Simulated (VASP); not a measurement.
A run of VASP 6.6.1:

File INCAR:

```
SYSTEM = V
PREC     = Accurate       ! precision mode
ENCUT    = 520            ! plane-wave cutoff, eV
EDIFF    = 1E-6           ! SCF threshold, eV
ISMEAR   = -1             ! smearing method
SIGMA    = 0.05           ! smearing width, eV
LREAL    = .False.        ! projectors in reciprocal space
LASPH    = .True.         ! aspherical terms in the spheres
NELM     = 60             ! most SCF steps
ALGO     = Normal         ! electronic algorithm
ISIF     = 2              ! what is computed and relaxed
LWAVE    = .False.        ! write WAVECAR
LCHARG   = .True.         ! write CHGCAR
GGA      = PE             ! functional
LELF     = .True.         ! ELF
LVHAR    = .True.       
NBANDS   = 20             ! bands
```

The input KPOINTS:

```
regular mesh
0
Gamma
  15 15 15
  0 0 0
```

The input POSCAR:

```
V
1.0
    0.0000000000      2.0723498070      2.0723498070
    2.0723498070      0.0000000000      2.0723498070
    2.0723498070      2.0723498070      0.0000000000
V
2
Direct
   -0.1250000000     -0.1250000000     -0.1250000000
    0.1250000000      0.1250000000      0.1250000000
```

Potentials or basis: VASP PAW PBE potentials, release 64 (V_sv).

The run is started by

```sh
$ cat potpaw_PBE.64/V_sv/POTCAR > POTCAR
$ mpirun -np 1 vasp_std > vasp.out
```

Hardware: 1 thread of Intel(R) Xeon(R) Platinum 8488C (Sapphire Rapids), on a shared host.

Estimate the wall time of this run.

Run time: 35 s on 1 thread of Intel(R) Xeon(R) Platinum 8488C (Sapphire Rapids), with other jobs on the host, peak memory 0.16 GiB. Counts: scf iterations 11, k points 120.
